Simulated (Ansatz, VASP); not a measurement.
# Two plane-wave programs on Si

File POSCAR:

```
Si
1.0
    0.0586616622      2.7221188962      2.7221188962
    2.7221188962      0.0586616622      2.7221188962
    2.7807805584      2.7807805584      0.0000000000
Si
2
Direct
    0.0027025905      0.0027025905     -0.0027025905
    0.2472974095      0.2472974095      0.2527025905
```

The input INCAR.step1:

```
SYSTEM = Si
PREC = Accurate
ENCUT = 520
EDIFF = 1E-5
ISMEAR = 0
SIGMA = 0.01
LREAL = .False.
LASPH = .True.
NELM = 100
ALGO = Normal
ISIF = 2
LWAVE = .True.
GGA = PE
NBANDS = 11
```

Contents of INCAR.step2:

```
SYSTEM = Si
PREC = Accurate
ENCUT = 520
EDIFF = 1E-6
ISMEAR = 0
SIGMA = 0.01
LREAL = .False.
LASPH = .True.
NELM = 100
ALGO = Normal
ISIF = 2
LWAVE = .False.
LCHARG = .True.
GGA = PE
LHFCALC = .True.
HFSCREEN = 0.2079
PRECFOCK = Normal
LELF = .True.
LVHAR = .True.
ISTART = 1
NBANDS = 11
```

File KPOINTS:

```
Automatic mesh
0
Gamma
  6 6 6
  0 0 0
```

Input for Ansatz:

```yaml
crystal:
  lattice:
    - [0.0586616622, 2.7221188962, 2.7221188962]
    - [2.7221188962, 0.0586616622, 2.7221188962]
    - [2.7807805584, 2.7807805584, 0.0]
  atoms:
    - { symbol: Si, position: [0.0027025905, 0.0027025905, -0.0027025905] }
    - { symbol: Si, position: [0.2472974095, 0.2472974095, 0.2527025905] }
kpoints:
  mp_grid: { grid: [6, 6, 6] }
  band_path:
    path:
      - [0.0, 0.0, 0.0]
      - [0.5, 0.0, 0.5]
      - [0.625, 0.25, 0.625]
      - [0.375, 0.375, 0.75]
      - [0.5, 0.5, 0.5]
      - [0.5, 0.25, 0.75]
      - [0.4, 0.0, 0.4]
    npoints: 1
hamiltonian:
  xc: hse06
scf:
  occupations: { method: fixed }
  n_extra_bands: 4
output:
  forces: true
  stress: true
  eigenvalues: true
```

Change from the starting cell: shear_xy strain +4.3%.

Alike in both runs: task single point; functional HSE06; k mesh 6 × 6 × 6; no spin polarisation.

|  | VASP | Ansatz |
| --- | --- | --- |
| version | VASP 6.6.1 | Ansatz 0.2.0 |
| potentials or method | VASP PAW PBE potentials, release 64 (Si) | plane waves, PAW |
| plane-wave cutoff (eV) | 520 | 420 |
| occupations | gaussian, width 0.01 eV | fixed |
| valence electrons in the cell | 8 | 8 |

```csv
,VASP,Ansatz,Ansatz less VASP
gap on the k mesh at the Fermi level (eV),0.77,0.76,-0.009
pressure (GPa),-0.5,-0.1,+0.34
"traceless stress, the component that is largest in VASP (GPa)",-3.53,-3.51,+0.021
rms of the force components (eV/Å),0.003,0.000,-0.0031
```

Atom by atom the forces differ by 0.003 eV/Å (rms over components). Ansatz's warnings: stress exchange threshold loose, stress scf threshold loose.
